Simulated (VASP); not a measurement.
Input of a VASP 6.6.1 run:

Contents of INCAR:

```
  ALGO = Fast
  EDIFF = 1E-6
  ENCUT = 520
  GGA = PS
  ISIF = 2
  ISMEAR = 0
  LASPH = True
  LCHARG = False
  LREAL = False
  LWAVE = False
  NBANDS = 19
  NELM = 60
  PREC = Accurate
  SIGMA = 0.15
```

File KPOINTS:

```
k-points
0
Gamma
  18 18 10
```

POSCAR

```
Ti
1.0
   -1.6410000000      1.6410000000      1.6410000000
    1.6410000000     -1.6410000000      1.6410000000
    3.2820000000      3.2820000000      0.0000000000
Ti
2
Direct
    0.0000000000      0.0000000000      0.0000000000
    0.5000000000      0.5000000000      0.5000000000
```

Potentials or basis: VASP PAW PBE potentials, release 64 (Ti_sv).

The run is started by

```console
$ cat potpaw_PBE.64/Ti_sv/POTCAR > POTCAR
$ mpirun -np 1 vasp_std > vasp.out
```

Q: Predict the pressure.

A: -6.9 GPa.

Q: What does it give for the band gap on the k mesh?

A: Zero (band 12 reaches 8.74 eV, above the bottom of band 13 at 7.17 eV).

Caveat: the PAW data sets were made with another functional, which shifts forces and pressure a little.
